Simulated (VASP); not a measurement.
# Os (P6/mmm) in VASP: further runs

Os is run at these levels: PBE; tasks: single point.

All numbers are computed with VASP 6.6.1; they aren't measurements. Logs are shortened: lines on timing, memory, paths and dates and some standing lists are left out, and cuts for length are marked.

**1. The cell of the first run**

Symmetry: P6/mmm, No. 191, hexagonal system. Conventional cell: a = 2.360 Å, b = 2.360 Å, c = 2.225 Å, α = 90.00°, β = 90.00°, γ = 120.00°. Os (site symmetry 6/mmm) has 8 Os at 2.22 to 2.36 Å within 2.9 Å.

**2. Single point, PBE**

The input, INCAR:

```
PREC     = Accurate       # precision mode
ENCUT    = 500            # plane-wave cutoff, eV
EDIFF    = 1E-6           # SCF threshold, eV
ISMEAR   = -1             # smearing method
SIGMA    = 0.05           # smearing width, eV
LREAL    = False          # projectors in reciprocal space
LASPH    = True           # aspherical terms in the spheres
NELM     = 120            # most SCF steps
ALGO     = Normal         # electronic algorithm
ISIF     = 2              # what is computed and relaxed
LWAVE    = False          # write WAVECAR
LCHARG   = True           # write CHGCAR
GGA      = PE             # functional
LELF     = True           # ELF
LVHAR    = True         
NBANDS   = 14             # bands
GGA_COMPAT= False
```

The input, KPOINTS:

```
Automatic mesh
0
Gamma
  16 16 15
```

The input, POSCAR:

```
Os
1.0
    2.3603755011      0.0000000000      0.0000000000
   -1.1801877505      2.0441451464      0.0000000000
    0.0000000000      0.0000000000      2.2246656766
Os
1
Direct
    0.0000000000      0.0000000000      0.0000000000
```

Potentials or basis: VASP PAW PBE potentials, release 64 (Os_sv_GW).

On the command line:

```sh
$ cat potpaw_PBE.64/Os_sv_GW/POTCAR > POTCAR
$ mpirun -np 1 vasp_std > vasp.out
```

OUTCAR:

```text
PREC = Accurate
   ENCUT = 500
   EDIFF = 1E-6
   ISMEAR = -1
   LREAL = False
   LASPH = True
   NELM = 120
   ISIF = 2
   GGA = PE

 ion  position               nearest neighbor table
   1  0.000  0.000  0.000-

  LATTYP: Found a hexagonal cell.
 ALAT       =     2.3603755011
 C/A-ratio  =     0.9425049851

  Lattice vectors:

 A1 = (   2.3603755011,   0.0000000000,   0.0000000000)
 A2 = (  -1.1801877505,   2.0441451464,   0.0000000000)
 A3 = (   0.0000000000,   0.0000000000,   2.2246656766)

Analysis of symmetry for initial positions (statically):
=====================================================================
 Subroutine PRICEL returns:
 Original cell was already a primitive cell.

 Routine SETGRP: Setting up the symmetry group for a
 hexagonal supercell.

 Subroutine GETGRP returns: Found 24 space group operations
 (whereof 24 operations were pure point group operations)
 out of a pool of 24 trial point group operations.

The static configuration has the point symmetry D_6h.

Analysis of symmetry for dynamics (positions and initial velocities):
=====================================================================
 Subroutine PRICEL returns:
 Original cell was already a primitive cell.

 Routine SETGRP: Setting up the symmetry group for a
 hexagonal supercell.

 Subroutine GETGRP returns: Found 24 space group operations
 (whereof 24 operations were pure point group operations)
 out of a pool of 24 trial point group operations.

The dynamic configuration has the point symmetry D_6h.

 Subroutine INISYM returns: Found 24 space group operations
 (whereof 24 operations are pure point group operations),
 and found     1 'primitive' translations

----------------------------------------------------------------------------------------

                                     Primitive cell

  volume of cell :      10.7339

  direct lattice vectors                    reciprocal lattice vectors
     2.360375501  0.000000000  0.000000000     0.423661405  0.244601026  0.000000000
    -1.180187751  2.044145146  0.000000000     0.000000000  0.489202052  0.000000000
     0.000000000  0.000000000  2.224665677     0.000000000  0.000000000  0.449505744

  length of vectors
     2.360375501  2.360375501  2.224665677     0.489202052  0.489202052  0.449505744

  position of ions in fractional coordinates (direct lattice)
     0.000000000  0.000000000  0.000000000

  ion indices of the primitive-cell ions
   primitive index   ion index
                 1           1

----------------------------------------------------------------------------------------

 KPOINTS: Automatic mesh

Automatic generation of k-mesh.
 Grid dimensions read from file:
 generate k-points for:   16   16   15

 Generating k-lattice:

  Cartesian coordinates                     Fractional coordinates (reciprocal lattice)
     0.026478838  0.015287564  0.000000000     0.062500000  0.000000000  0.000000000
     0.000000000  0.030575128  0.000000000     0.000000000  0.062500000  0.000000000
     0.000000000  0.000000000  0.029967050     0.000000000  0.000000000  0.066666667

  Length of vectors
     0.030575128  0.030575128  0.029967050

  Shift w.r.t. Gamma in fractional coordinates (k-lattice)
     0.000000000  0.000000000  0.000000000

 Subroutine IBZKPT returns following result:
 ===========================================

 Found    240 irreducible k-points:

 Following reciprocal coordinates:
            Coordinates               Weight
  0.000000  0.000000  0.000000      1.000000
  0.062500  0.000000  0.000000      6.000000
  0.125000  0.000000  0.000000      6.000000
  0.187500  0.000000  0.000000      6.000000
  0.250000  0.000000  0.000000      6.000000
  0.312500 -0.000000  0.000000      6.000000
[... 16 lines left out ...]
  0.187500  0.187500  0.000000      6.000000
  0.250000  0.187500  0.000000     12.000000
 [... further k-points ...]
   k-points           NKPTS =    240   k-points in BZ     NKDIM =    240   number of bands    NBANDS=     14
   number of dos      NEDOS =    301   number of ions     NIONS =      1
   total plane-waves  NPLWV =   5184
   dimension x,y,z NGX =    18 NGY =   18 NGZ =   16
   dimension x,y,z NGXF=    36 NGYF=   36 NGZF=   32
   ions per type =               1
   NGX,Y,Z   is equivalent  to a cutoff of  12.68, 12.68, 11.96 a.u.
   NGXF,Y,Z  is equivalent  to a cutoff of  25.36, 25.36, 23.91 a.u.
 SYSTEM =  unknown system
   PREC   = accura    normal or accurate (medium, high low for compatibility)
   ISTART =      0    job   : 0-new  1-cont  2-samecut
   ICHARG =      2    charge: 1-file 2-atom 10-const
   ISPIN  =      1    spin polarized calculation?
   LNONCOLLINEAR =      F non collinear calculations
   LSORBIT =      F    spin-orbit coupling
   LASPH  =      T    aspherical Exc in radial PAW
   ENCUT  =  500.0 eV  36.75 Ry    6.06 a.u.   4.30  4.30  4.06*2*pi/ulx,y,z
   NELM   =    120;   NELMIN=  2; NELMDL= -5     # of ELM steps
   EDIFF  = 0.1E-05   stopping-criterion for ELM
   LREAL  =      F    real-space projection
   EDIFFG = 0.1E-04   stopping-criterion for IOM
   NSW    =      0    number of steps for IOM
   IBRION =     -1    ionic relax: 0-MD 1-quasi-New 2-CG
   NFREE  =      0    steps in history (QN), initial steepest desc. (CG)
   ISIF   =      2    stress and relaxation
   ISYM   =      2    0-nonsym 1-usesym 2-fastsym
   POTIM  = 0.5000    time-step for ionic-motion
   TEBEG  =    0.0;   TEEND  =   0.0 temperature during run
   PSTRESS=    0.0 pullay stress
   NELECT =      16.0000    total number of electrons
   NUPDOWN=      -1.0000    fix difference up-down
   EMIN   =  10.00;   EMAX   =-10.00  energy-range for DOS
   EFERMI =   0.00;   METHOD = LEGACY
   ISMEAR =    -1;   SIGMA  =   0.05  broadening in eV -4-tet -1-fermi 0-gaus
   EFERMI_NEDOS =   21; number of points for ismear=-14 and -15
   IALGO  =     38    algorithm
   IMIX   =      4    mixing-type and parameters
     AMIX     =   0.40;   BMIX     =  1.00
     AMIX_MAG =   1.60;   BMIX_MAG =  1.00
  volume/ion in A,a.u.               =      10.73        72.44
  Fermi-wavevector in a.u.,A,eV,Ry     =   1.870089  3.533956 47.582747  3.497233
  Thomas-Fermi vector in A             =   2.915983
   LORBIT       =      0    0 simple, 1 ext, 2 COOP (PROOUT), +10 PAW based schemes
   GGA     = PE    functional components
   LHFCALC =     F    Hartree Fock is set to
   AEXX    =    0.0000 exact exchange contribution
   IVDW    =     0    specifies the selected vdW correction
   LEPSILON=     F    determine dielectric tensor
   LRPA    =     F    only Hartree local field effects (RPA)
 non-spin polarized calculation
  energy-cutoff  :      500.00
  volume of cell :       10.73
 maximum number of plane-waves:       284
 NGX is ok and might be reduce to    18

 number of electron      15.9999997 magnetization

 Free energy of the ion-electron system (eV)
  ---------------------------------------------------
  ext. energy  EPLUGINS =         0.00000000
  ---------------------------------------------------
  free energy    TOTEN  =        -8.01282725 eV

  energy without entropy =       -8.00551227  energy(sigma->0) =       -8.00916976

 E-fermi :  19.3347     XC(G=0): -16.2293

 val. band max:       19.3224998667   @ k =   0.1250   0.0625   0.2667
 cond. band min:      19.3368558376   @ k =   0.2500   0.2500   0.1333
 fundamental gap:      0.0143559709
 Fermi energy:        19.3346945676

 k-point     1 :       0.0000    0.0000    0.0000
  band No.  band energies     occupation
      1     -67.7645      2.00000
      2     -25.8217      2.00000
      3     -25.8217      2.00000
      4     -25.7087      2.00000
      5       6.3436      2.00000
      6       9.5047      2.00000
      7      14.9238      2.00000
      8      14.9238      2.00000
      9      24.1498      0.00000
     10      24.1498      0.00000
     11      32.2559      0.00000
     12      37.5233      0.00000
     13      44.4374      0.00000
     14      44.4374      0.00000

 k-point     2 :       0.0625    0.0000    0.0000
  band No.  band energies     occupation
      1     -67.7493      2.00000
      2     -25.9523      2.00000
      3     -25.8483      2.00000
      4     -25.6952      2.00000
      5       6.6062      2.00000
      6       9.6237      2.00000
      7      14.6610      2.00000
      8      15.1713      2.00000
      9      23.7684      0.00000
     10      24.0915      0.00000
     11      32.8843      0.00000
     12      38.0923      0.00000
     13      42.9668      0.00000
     14      44.0450      0.00000

 k-point     3 :       0.1250    0.0000    0.0000
  band No.  band energies     occupation
      1     -67.7077      2.00000
      2     -26.3213      2.00000
      3     -25.9294      2.00000
      4     -25.6568      2.00000
      5       7.3115      2.00000
      6       9.9710      2.00000
      7      14.0529      2.00000
      8      15.8994      2.00000
      9      22.8090      0.00000
     10      23.9277      0.00000
     11      34.5972      0.00000
     12      39.5779      0.00000
     13      40.4815      0.00000
     14      43.0633      0.00000
[... 324 lines left out ...]
 k-point    23 :       0.1875    0.1875    0.0000
  band No.  band energies     occupation
      1     -67.4787      2.00000
      2     -27.9243      2.00000
      3     -26.6167      2.00000
      4     -25.4455      2.00000
      5      10.3433      2.00000
      6      12.0300      2.00000
      7      12.5635      2.00000
      8      19.5646      0.01995
      9      21.9007      0.00000
     10      22.4555      0.00000
     11      34.1722      0.00000
     12      35.9671      0.00000
     13      43.4979      0.00000
     14      45.4992      0.00000

 k-point    24 :       0.2500    0.1875    0.0000
  band No.  band energies     occupation
      1     -67.4193      2.00000
      2     -28.2337      2.00000
      3     -26.8664      2.00000
      4     -25.3904      2.00000
      5      10.9087      2.00000
      6      11.6026      2.00000
      7      13.9431      2.00000
      8      19.0489      1.99344
      9      21.9260      0.00000
     10      23.9122      0.00000
     11      32.7369      0.00000
     12      34.4972      0.00000
     13      41.2014      0.00000
     14      48.1910      0.00000

 [... further k-points ...]
[... 5 lines left out ...]
  --------------------------------------------------------------------------------------
  -------------------------------------------------------------------------------------
  Total       19.1793144     19.1793144     19.2874574      0.0000000      0.0000000      0.0000000
  in kB     2862.7675030   2862.7675030   2878.9092772      0.0000001      0.0000000      0.0000000
  external PRESSURE =    2868.1480944 kB  Pullay stress =       0.0000000 kB

 VOLUME and BASIS-vectors are now :
 -----------------------------------------------------------------------------
  energy-cutoff  :      500.00
  volume of cell :       10.73
      direct lattice vectors                 reciprocal lattice vectors
     2.360375501  0.000000000  0.000000000     0.423661405  0.244601026  0.000000000
    -1.180187751  2.044145146  0.000000000     0.000000000  0.489202052  0.000000000
     0.000000000  0.000000000  2.224665677     0.000000000  0.000000000  0.449505744

 POSITION                                       TOTAL-FORCE (eV/Angst)
 -----------------------------------------------------------------------------------
      0.00000      0.00000      0.00000         0.000000      0.000000      0.000000
 -----------------------------------------------------------------------------------
    total drift:                               -0.000000      0.000000      0.000000

  FREE ENERGIE OF THE ION-ELECTRON SYSTEM (eV)
  ---------------------------------------------------
  free  energy   TOTEN  =        -8.0128272454 eV

  energy  without entropy=       -8.0055122738  energy(sigma->0) =       -8.00916976
```

It took 14 s on 1 thread of Intel Xeon 6975P-C (Granite Rapids), shared host; peak memory 0.15 GiB.

Results:

```
Free energy            : -8.0128 eV
Pressure               : 286.8 GPa
Band gap on the k mesh : zero (band 8 reaches 25.14 eV, above the bottom of band 9 at 17.37 eV)
```

Caveat: spin-orbit coupling is left out, which moves the levels of the heavy elements.

**3. Single point, PBE**

The input, INCAR:

```
SYSTEM = Os
PREC     = Accurate       ! precision mode
ENCUT    = 500            ! plane-wave cutoff, eV
EDIFF    = 1E-6           ! SCF threshold, eV
ISMEAR   = -1             ! smearing method
SIGMA    = 0.05           ! smearing width, eV
LREAL    = .FALSE.        ! projectors in reciprocal space
LASPH    = .TRUE.         ! aspherical terms in the spheres
NELM     = 120            ! most SCF steps
ALGO     = Normal         ! electronic algorithm
ISIF     = 2              ! what is computed and relaxed
LWAVE    = .FALSE.        ! write WAVECAR
LCHARG   = .TRUE.         ! write CHGCAR
GGA      = PE             ! functional
LELF     = .TRUE.         ! ELF
LVHAR    = .TRUE.       
NBANDS   = 14             ! bands
GGA_COMPAT= .FALSE.
```

The input, KPOINTS:

```
regular mesh
0
G
  16 16 15
  0 0 0
```

The input, POSCAR:

```
Os
1.0
    2.2378676953      0.0000000000      0.0000000000
   -1.1189338477      1.9380502744      0.0000000000
    0.0000000000      0.0000000000      2.1109464564
Os
1
Direct
    0.0000000000      0.0000000000      0.0000000000
```

Potentials or basis: VASP PAW PBE potentials, release 64 (Os_sv_GW).

On the command line:

```sh
$ cat potpaw_PBE.64/Os_sv_GW/POTCAR > POTCAR
$ mpirun -np 1 vasp_std > vasp.out
```

Run time: 14 s. Hardware: 1 thread of Intel Xeon Platinum 8559C (Emerald Rapids), shared host; peak memory 0.14 GiB.

It converged, with:

```yaml
Free_energy: -3.8581 eV
Pressure: 580.5 GPa
Band_gap_on_the_k_mesh: zero (band 8 reaches 29.16 eV, above the bottom of band 9 at 21.01 eV)
```

Stress tensor (GPa, compression positive):
```
578.98   0.00   0.00
  0.00 578.98   0.00
  0.00   0.00 583.64
```

Levels at points of the mesh, in eV from the Fermi level:
```
           k point  band 4  band 5  band 6  band 7  band 8  band 9  band 10  band 11  band 12  band 13
(0.00, 0.00, 0.00)  -45.07  -14.34  -12.04   -5.68   -5.68    6.00     6.00    12.08    19.52    27.06
(0.50, 0.00, 0.00)  -44.47  -13.21   -9.15   -2.07    0.32    4.16     6.68    15.97    17.14    19.08
```

Caveat: spin-orbit coupling is left out, which moves the levels of the heavy elements.

**4. Single point, PBE**

This run uses another cell than the first one, of 9.16 Å³/atom, 0.853 times its volume.

The input, INCAR:

```
ALGO = Normal
EDIFF = 1E-6
ENCUT = 500
GGA = PE
GGA_COMPAT = False
ISIF = 2
ISMEAR = -1
LASPH = True
LCHARG = False
LREAL = False
LWAVE = False
NBANDS = 14
NELM = 120
PREC = Accurate
SIGMA = 0.05
```

The input, KPOINTS:

```
k-points
0
Gamma
  16 16 15
```

The input, POSCAR:

```
Os
1.0
    2.2378676953      0.0000000000      0.0000000000
   -1.1189338477      1.9380502745      0.0000000000
    0.0000000000      0.0000000000      2.1109464564
Os
1
Direct
    0.0000000000      0.0000000000      0.0000000000
```

On the command line:

```sh
$ cat potpaw_PBE.64/Os_sv_GW/POTCAR > POTCAR
$ mpirun -np 1 vasp_std > vasp.out
```

Run time: 45 s. Hardware: 1 thread of AMD EPYC 7R43 (Zen 3), shared host; peak memory 0.1 GiB.

Results (log left out):

| Quantity | Value |
| --- | --- |
| Free energy | -3.8581 eV |
| Pressure | 580.5 GPa |
| Band gap on the k mesh | zero (band 8 reaches 29.16 eV, above the bottom of band 9 at 21.01 eV) |

Stress tensor (GPa, compression positive):
```
578.98   0.00   0.00
  0.00 578.98   0.00
  0.00   0.00 583.64
```

Levels at points of the mesh, in eV from the Fermi level:
| k point | band 6 | band 7 | band 8 | band 9 | band 10 | band 11 |
| --- | --- | --- | --- | --- | --- | --- |
| (0.00, 0.00, 0.00) | -12.04 | -5.68 | -5.68 | 6.00 | 6.00 | 12.08 |
| (0.50, 0.00, 0.00) | -9.15 | -2.07 | 0.32 | 4.16 | 6.68 | 15.97 |

Caveat: spin-orbit coupling is left out, which moves the levels of the heavy elements.
